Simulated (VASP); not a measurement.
Wanted: the native input for a VASP 6.6.1 run.

```
Task                   : single point
Functional             : PBEsol
Potentials or basis    : VASP PAW PBE potentials, release 64 (Be, Sb, P)
Cutoff                 : 520 eV
k mesh                 : 6 × 6 × 2
Occupations            : fermi-dirac, width 0.03 eV
Spin                   : no spin polarisation
Dipole correction      : no
Further INCAR settings : ALGO = Normal; EDIFF = 1e-06; NBANDS = 21
```

The structure of Be2Sb3P lies in POSCAR:

```
Be2Sb3P
1.0
    3.2901993854     -1.8421805875     -0.1897630368
    3.2901993854      1.8421805875     -0.1897630368
   -1.0361033962      0.0000000000      9.8256917035
Be Sb P
2 3 1
Direct
    0.6851256855      0.6851256855      0.3534890605
    0.3360295979      0.3360295979      0.7308823735
    0.3883988182      0.3883988182      0.4822587813
    0.5860233463      0.5860233463      0.9769509854
    0.9852918449      0.9852918449      0.2060427094
    0.0191317073      0.0191317073      0.7550950899
```

One way to write it, as run:

INCAR

```
PREC = Accurate ; ENCUT = 520
EDIFF = 1E-6 ; ISMEAR = -1
SIGMA = 0.03 ; LREAL = F
LASPH = T ; NELM = 60
ALGO = Normal ; ISIF = 2
LWAVE = F ; LCHARG = T
GGA = PS ; LELF = T
LVHAR = T ; NBANDS = 21
```

KPOINTS

```
regular mesh
0
Gamma
  6 6 2
```

Potentials or basis: VASP PAW PBE potentials, release 64 (Be, Sb, P).

Command:

```console
$ cat potpaw_PBE.64/Be/POTCAR potpaw_PBE.64/Sb/POTCAR potpaw_PBE.64/P/POTCAR > POTCAR
$ mpirun -np 1 vasp_std > vasp.out
```

Results of the run:

| Item | Value |
| --- | --- |
| Pressure | 0.2 GPa |
| Largest force | 0.019 eV/Å |
| Band gap on the k mesh | zero (bands 12 and 13 overlap by 2.09 eV) |

Caveat: the PAW data sets were made with another functional, which shifts forces and pressure a little; spin-orbit coupling is left out, which moves the levels of the heavy elements.

Run time: 50 s on 1 thread of Intel(R) Xeon(R) 6975P-C (Granite Rapids) (shared host), peak memory 0.26 GiB.
